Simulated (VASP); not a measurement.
The system is Pd.

```
CELL_PARAMETERS angstrom
0.00000 1.94650 1.94650
1.94650 0.00000 1.94650
1.94650 1.94650 0.00000
ATOMIC_POSITIONS crystal
Pd 0.00000 0.00000 0.00000
```

```yaml
Program: VASP 6.6.1
Task: relaxation of cell and atoms
Functional: RPBE
Potentials_or_basis: VASP PAW PBE potentials, release 64 (Pd)
Cutoff: 600 eV
k_mesh: 12 × 12 × 12
Occupations: fermi-dirac, width 0.05 eV
Spin: no spin polarisation
```

At the start: pressure 11.3 GPa; volume 14.75 Å³/atom.

Q: Where does the relaxation end?

A: Over 4 steps the energy falls by 32.0 meV/atom and the volume is 15.72 Å³/atom (+6.6 %); space group Fm-3m (No. 225, to 0.05 Å).

The path:
```
step  energy change (eV)  largest force (eV/Å)  pressure (GPa)  volume (Å³)
   1              0.0000                0.0000           11.34        14.75
   2              0.0143                0.0000           -9.79        17.09
   3             -0.0320                0.0000           -0.16        15.74
   4             -0.0320                0.0000            0.03        15.72
```

Final structure:
```
Pd
1.0
     0.00000    1.98814    1.98814
     1.98814    0.00000    1.98814
     1.98814    1.98814    0.00000
Pd
1
Direct
  0.00000 0.00000 0.00000
```

Caveat: the PAW data sets were made with another functional, which shifts forces and pressure a little.
